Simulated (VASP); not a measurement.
# Al (P6_3/mmc) in VASP: a series of runs

The runs below take Al through single point, with PBE+D3(BJ).

Everything below comes from runs of VASP 6.6.1. Logs are shortened: lines on timing, memory, paths and dates and some standing lists are left out, and cuts for length are marked.

### Step 1. The cell of the first run

Symmetry: P6_3/mmc, No. 194, hexagonal system. The conventional cell has a = 3.011 Å, b = 3.011 Å, c = 9.640 Å, α = 90.00°, β = 90.00°, γ = 120.00°. Within 3.9 Å of Al (site symmetry -3m) lie 12 Al at 2.97 to 3.01 Å. Within 3.9 Å of Al (site symmetry -6m2) lie 12 Al at 2.97 to 3.01 Å.

This isn't the form of Al at room conditions, which is fcc.

### Step 2. Single point, PBE+D3(BJ)

File INCAR:

```
SYSTEM = Al
  ALGO = Normal
  EDIFF = 1E-6
  ENCUT = 520
  GGA = PE
  ISIF = 2
  ISMEAR = 0
  IVDW = 12
  LASPH = .True.
  LCHARG = .False.
  LREAL = .False.
  LWAVE = .False.
  NBANDS = 14
  NELM = 80
  PREC = Accurate
  SIGMA = 0.15
```

File KPOINTS:

```
k-points
0
Gamma
  18 18 4
  0 0 0
```

File POSCAR:

```
Al
1.0
    3.0114000000      0.0000000000      0.0000000000
   -1.5057000000      2.6079489009      0.0000000000
    0.0000000000      0.0000000000      9.6403000000
Al
4
Direct
    0.0000000000      0.0000000000      0.0000000000
    0.3333333333      0.6666666667      0.2500000000
    0.0000000000      0.0000000000      0.5000000000
    0.6666666667      0.3333333333      0.7500000000
```

Potentials or basis: VASP PAW PBE potentials, release 64 (Al).

Run with:

```bash
cat potpaw_PBE.64/Al/POTCAR > POTCAR
mpirun -np 1 vasp_std > vasp.out
```

OUTCAR:

```text
SYSTEM = Al
   EDIFF = 1E-6
   ENCUT = 520
   GGA = PE
   ISIF = 2
   ISMEAR = 0
   IVDW = 12
   LASPH = .True.
   LREAL = .False.
   NELM = 80
   PREC = Accurate
 IVDW          = 12

 ion  position               nearest neighbor table
   1  0.000  0.000  0.000-   2 2.97   4 2.97   2 2.97   4 2.97   4 2.97   2 2.97
   2  0.333  0.667  0.250-   1 2.97   3 2.97   1 2.97   3 2.97   1 2.97   3 2.97
   3  0.000  0.000  0.500-   2 2.97   4 2.97   2 2.97   4 2.97   4 2.97   2 2.97
   4  0.667  0.333  0.750-   1 2.97   3 2.97   1 2.97   3 2.97   1 2.97   3 2.97

  LATTYP: Found a hexagonal cell.
 ALAT       =     3.0114000000
 C/A-ratio  =     3.2012685130

  Lattice vectors:

 A1 = (   3.0114000000,   0.0000000000,   0.0000000000)
 A2 = (  -1.5057000000,   2.6079489009,   0.0000000000)
 A3 = (   0.0000000000,   0.0000000000,   9.6403000000)

Analysis of symmetry for initial positions (statically):
=====================================================================
 Subroutine PRICEL returns:
 Original cell was already a primitive cell.

 Routine SETGRP: Setting up the symmetry group for a
 hexagonal supercell.

 Subroutine GETGRP returns: Found 24 space group operations
 (whereof 12 operations were pure point group operations)
 out of a pool of 24 trial point group operations.

The static configuration has the point symmetry D_3d.
 The point group associated with its full space group is D_6h.

Analysis of symmetry for dynamics (positions and initial velocities):
=====================================================================
 Subroutine PRICEL returns:
 Original cell was already a primitive cell.

 Routine SETGRP: Setting up the symmetry group for a
 hexagonal supercell.

 Subroutine GETGRP returns: Found 24 space group operations
 (whereof 12 operations were pure point group operations)
 out of a pool of 24 trial point group operations.

The dynamic configuration has the point symmetry D_3d.
 The point group associated with its full space group is D_6h.

 Subroutine INISYM returns: Found 24 space group operations
 (whereof 12 operations are pure point group operations),
 and found     1 'primitive' translations

----------------------------------------------------------------------------------------

                                     Primitive cell

  volume of cell :      75.7108

  direct lattice vectors                    reciprocal lattice vectors
     3.011400000  0.000000000  0.000000000     0.332071462  0.191721548  0.000000000
    -1.505700000  2.607948901  0.000000000     0.000000000  0.383443096  0.000000000
     0.000000000  0.000000000  9.640300000     0.000000000  0.000000000  0.103731212

  length of vectors
     3.011400000  3.011400000  9.640300000     0.383443096  0.383443096  0.103731212

  position of ions in fractional coordinates (direct lattice)
     0.000000000  0.000000000  0.000000000
     0.333333333  0.666666667  0.250000000
     0.000000000  0.000000000  0.500000000
     0.666666667  0.333333333  0.750000000

  ion indices of the primitive-cell ions
   primitive index   ion index
                 1           1
                 2           2
                 3           3
                 4           4

----------------------------------------------------------------------------------------

 KPOINTS: k-points

Automatic generation of k-mesh.
 Grid dimensions read from file:
 generate k-points for:   18   18    4

 Generating k-lattice:

  Cartesian coordinates                     Fractional coordinates (reciprocal lattice)
     0.018448415  0.010651197  0.000000000     0.055555556  0.000000000  0.000000000
     0.000000000  0.021302394  0.000000000     0.000000000  0.055555556  0.000000000
     0.000000000  0.000000000  0.025932803     0.000000000  0.000000000  0.250000000

  Length of vectors
     0.021302394  0.021302394  0.025932803

  Shift w.r.t. Gamma in fractional coordinates (k-lattice)
     0.000000000  0.000000000  0.000000000

 Subroutine IBZKPT returns following result:
 ===========================================

 Found    111 irreducible k-points:

 Following reciprocal coordinates:
            Coordinates               Weight
  0.000000  0.000000  0.000000      1.000000
  0.055556 -0.000000  0.000000      6.000000
  0.111111 -0.000000  0.000000      6.000000
  0.166667 -0.000000  0.000000      6.000000
  0.222222 -0.000000  0.000000      6.000000
  0.277778 -0.000000  0.000000      6.000000
[... 16 lines left out ...]
  0.333333  0.111111  0.000000     12.000000
  0.388889  0.111111  0.000000     12.000000
 [... further k-points ...]
   k-points           NKPTS =    111   k-points in BZ     NKDIM =    111   number of bands    NBANDS=     14
   number of dos      NEDOS =    301   number of ions     NIONS =      4
   total plane-waves  NPLWV =  41472
   dimension x,y,z NGX =    24 NGY =   24 NGZ =   72
   dimension x,y,z NGXF=    48 NGYF=   48 NGZF=  144
   ions per type =               4
   NGX,Y,Z   is equivalent  to a cutoff of  13.25, 13.25, 12.42 a.u.
   NGXF,Y,Z  is equivalent  to a cutoff of  26.50, 26.50, 24.83 a.u.
 SYSTEM =  Al
   PREC   = accura    normal or accurate (medium, high low for compatibility)
   ISTART =      0    job   : 0-new  1-cont  2-samecut
   ICHARG =      2    charge: 1-file 2-atom 10-const
   ISPIN  =      1    spin polarized calculation?
   LNONCOLLINEAR =      F non collinear calculations
   LSORBIT =      F    spin-orbit coupling
   LASPH  =      T    aspherical Exc in radial PAW
   ENCUT  =  520.0 eV  38.22 Ry    6.18 a.u.   5.60  5.60 17.92*2*pi/ulx,y,z
   NELM   =     80;   NELMIN=  2; NELMDL= -5     # of ELM steps
   EDIFF  = 0.1E-05   stopping-criterion for ELM
   LREAL  =      F    real-space projection
   EDIFFG = 0.1E-04   stopping-criterion for IOM
   NSW    =      0    number of steps for IOM
   IBRION =     -1    ionic relax: 0-MD 1-quasi-New 2-CG
   NFREE  =      0    steps in history (QN), initial steepest desc. (CG)
   ISIF   =      2    stress and relaxation
   ISYM   =      2    0-nonsym 1-usesym 2-fastsym
   POTIM  = 0.5000    time-step for ionic-motion
   TEBEG  =    0.0;   TEEND  =   0.0 temperature during run
   PSTRESS=    0.0 pullay stress
   NELECT =      12.0000    total number of electrons
   NUPDOWN=      -1.0000    fix difference up-down
   EMIN   =  10.00;   EMAX   =-10.00  energy-range for DOS
   EFERMI =   0.00;   METHOD = LEGACY
   ISMEAR =     0;   SIGMA  =   0.15  broadening in eV -4-tet -1-fermi 0-gaus
   EFERMI_NEDOS =   21; number of points for ismear=-14 and -15
   IALGO  =     38    algorithm
   IMIX   =      4    mixing-type and parameters
     AMIX     =   0.40;   BMIX     =  1.00
     AMIX_MAG =   1.60;   BMIX_MAG =  1.00
  volume/ion in A,a.u.               =      18.93       127.73
  Fermi-wavevector in a.u.,A,eV,Ry     =   0.885964  1.674228 10.679642  0.784932
  Thomas-Fermi vector in A             =   2.007067
   LORBIT       =      0    0 simple, 1 ext, 2 COOP (PROOUT), +10 PAW based schemes
   GGA     = PE    functional components
   LHFCALC =     F    Hartree Fock is set to
   AEXX    =    0.0000 exact exchange contribution
   IVDW    =    12    specifies the selected vdW correction
   LEPSILON=     F    determine dielectric tensor
   LRPA    =     F    only Hartree local field effects (RPA)
 non-spin polarized calculation
 Gauss-broadening in eV      SIGMA  =   0.15
  energy-cutoff  :      520.00
  volume of cell :       75.71
 maximum number of plane-waves:      2076
 NGX is ok and might be reduce to    24

 number of electron      12.0000000 magnetization

 Free energy of the ion-electron system (eV)
  ---------------------------------------------------
  ext. energy  EPLUGINS =         0.00000000
  ---------------------------------------------------
  free energy    TOTEN  =       -14.68230686 eV

  energy without entropy =      -14.66288459  energy(sigma->0) =      -14.67259572

 E-fermi :   6.6125     XC(G=0):  -9.7102

 val. band max:        6.6043985006   @ k =   0.2778   0.2778   0.0000
 cond. band min:       6.6138173528   @ k =   0.2778   0.2222   0.0000
 fundamental gap:      0.0094188521
 Fermi energy:         6.6124713425

 k-point     1 :       0.0000    0.0000    0.0000
  band No.  band energies     occupation
      1      -3.5815      2.00000
      2      -1.9970      2.00000
      3      -1.9948      2.00000
      4       2.6654      2.00000
      5       2.6747      2.00000
      6      10.1448      0.00000
      7      10.1574      0.00000
      8      15.9234      0.00000
      9      15.9234      0.00000
     10      16.2778      0.00000
     11      16.2778      0.00000
     12      17.2472      0.00000
     13      17.2473      0.00000
     14      17.5594      0.00000

 k-point     2 :       0.0556   -0.0000    0.0000
  band No.  band energies     occupation
      1      -3.5144      2.00000
      2      -1.9305      2.00000
      3      -1.9283      2.00000
      4       2.7318      2.00000
      5       2.7372      2.00000
      6      10.2000      0.00000
      7      10.2152      0.00000
      8      14.6270      0.00000
      9      15.1439      0.00000
     10      15.8653      0.00000
     11      16.0287      0.00000
     12      16.4103      0.00000
     13      16.5147      0.00000
     14      16.6701      0.00000
[... 343 lines left out ...]
      1      -0.1294      2.00000
      2       1.4175      2.00000
      3       1.4237      2.00000
      4       4.5168      2.00000
      5       5.6660      2.00000
      6       5.8964      2.00000
      7       6.3087      1.99581
      8       6.3418      1.98930
      9       9.0723      0.00000
     10      10.2073      0.00000
     11      10.4496      0.00000
     12      10.8521      0.00000
     13      10.8570      0.00000
     14      13.4070      0.00000

 k-point    24 :       0.3889    0.1111    0.0000
  band No.  band energies     occupation
      1       0.8498      2.00000
      2       2.3656      2.00000
      3       2.3948      2.00000
      4       3.2110      2.00000
      5       4.6832      2.00000
      6       4.7484      2.00000
      7       6.9111      0.00486
      8       7.0476      0.00004
      9       8.8016      0.00000
     10       9.1270      0.00000
     11       9.4535      0.00000
     12      10.4913      0.00000
     13      10.5016      0.00000
     14      14.0412      0.00000

 [... further k-points ...]

------------------------ aborting loop because EDIFF is reached ----------------------------------------

 Edisp (eV)   -1.16712

 E8    (eV) :    -0.5211

  FORCE on cell =-STRESS in cart. coord.  units (eV):
  Direction    XX          YY          ZZ          XY          YZ          ZX
  --------------------------------------------------------------------------------------
  -------------------------------------------------------------------------------------
  Total      -4.92725    -4.92725    -4.36944     0.00000     0.00000     0.00000
  in kB    -104.26938  -104.26938   -92.46520     0.00000     0.00000     0.00000
  external pressure =     -100.33 kB  Pullay stress =        0.00 kB

 VOLUME and BASIS-vectors are now :
 -----------------------------------------------------------------------------
  energy-cutoff  :      520.00
  volume of cell :       75.71
      direct lattice vectors                 reciprocal lattice vectors
     3.011400000  0.000000000  0.000000000     0.332071462  0.191721548  0.000000000
    -1.505700000  2.607948901  0.000000000     0.000000000  0.383443096  0.000000000
     0.000000000  0.000000000  9.640300000     0.000000000  0.000000000  0.103731212

 POSITION                                       TOTAL-FORCE (eV/Angst)
 -----------------------------------------------------------------------------------
      0.00000      0.00000      0.00000         0.000000     -0.000000     -0.000000
     -0.00000      1.73863      2.41007         0.000000      0.000000     -0.000000
      0.00000      0.00000      4.82015         0.000000     -0.000000     -0.000000
      1.50570      0.86932      7.23022        -0.000000      0.000000      0.000000
 -----------------------------------------------------------------------------------
    total drift:                               -0.000000      0.000000      0.000000

  FREE ENERGIE OF THE ION-ELECTRON SYSTEM (eV)
  ---------------------------------------------------
  free  energy   TOTEN  =       -15.8494258075 eV

  energy  without entropy=      -15.8300035295  energy(sigma->0) =      -15.83971467
```

Run time: 88 s. Hardware: 1 thread of Intel Xeon 8259CL, shared host; peak memory 0.25 GiB.

What came out:

* Free energy: -15.8494 eV
* Pressure: -10.0 GPa
* Band gap on the k mesh: zero (bands 6 and 7 overlap by 5.32 eV)
* Dispersion energy per atom: -0.292 eV

Caveat: the cell stands under tension.

### Step 3. Single point, PBE+D3(BJ)

This run uses another cell than the first one, of the same volume but with other edges.

File INCAR:

```
SYSTEM = Al
PREC     = Accurate       ! precision mode
ENCUT    = 520            ! plane-wave cutoff, eV
EDIFF    = 1E-7           ! SCF threshold, eV
ISMEAR   = 0              ! smearing method
SIGMA    = 0.15           ! smearing width, eV
LREAL    = .FALSE.        ! projectors in reciprocal space
LASPH    = .TRUE.         ! aspherical terms in the spheres
NELM     = 80             ! most SCF steps
ALGO     = Normal         ! electronic algorithm
ISIF     = 2              ! what is computed and relaxed
LWAVE    = .FALSE.        ! write WAVECAR
LCHARG   = .FALSE.        ! write CHGCAR
GGA      = PE             ! functional
IVDW     = 12             ! dispersion correction
NBANDS   = 14             ! bands
```

File KPOINTS:

```
Automatic mesh
0
G
  18 18 4
  0 0 0
```

File POSCAR:

```
Al
1.0
    2.8932000000      0.0000000000      0.0000000000
   -1.4466000000      2.5055846982      0.0000000000
    0.0000000000      0.0000000000     10.4387000000
Al
4
Direct
    0.0000000000      0.0000000000      0.0000000000
    0.3333333333      0.6666666667      0.2500000000
    0.0000000000      0.0000000000      0.5000000000
    0.6666666667      0.3333333333      0.7500000000
```

Potentials or basis: VASP PAW PBE potentials, release 64 (Al).

Run with:

```bash
cat potpaw_PBE.64/Al/POTCAR > POTCAR
mpirun -np 1 vasp_std > vasp.out
```

It took 1.8 min on 1 thread of Intel Xeon 8259CL, shared host; peak memory 0.26 GiB.

It converged, with:

* Free energy: -15.8198 eV
* Pressure: -9.4 GPa
* Band gap on the k mesh: zero (bands 6 and 7 overlap by 3.93 eV)
* Dispersion energy per atom: -0.292 eV

Stress tensor (GPa, compression positive):
```
 -8.39   0.00   0.00
  0.00  -8.39   0.00
  0.00   0.00 -11.39
```

Levels at points of the mesh, in eV from the Fermi level:
```tsv
k point	band 2	band 3	band 4	band 5	band 6	band 7	band 8	band 9	band 10	band 11
(0.00, 0.00, 0.00)	-8.87	-8.86	-5.30	-4.42	1.59	1.60	9.91	9.96	11.08	11.08
(0.50, 0.00, 0.00)	-4.38	-3.36	-3.30	-2.95	-2.87	0.28	0.58	0.94	1.40	6.12
(0.00, 0.00, 0.50)	-9.87	-7.21	-7.21	-1.89	-1.89	5.61	5.61	11.33	11.33	11.33
(0.50, 0.00, 0.50)	-4.15	-4.06	-4.06	-1.73	-1.73	-1.22	-1.22	3.37	3.37	3.92
```

Caveat: the cell stands under tension.

[end of part 1 of 2]

The gap in the log of VASP goes by the Fermi energy; the results here count the filled bands.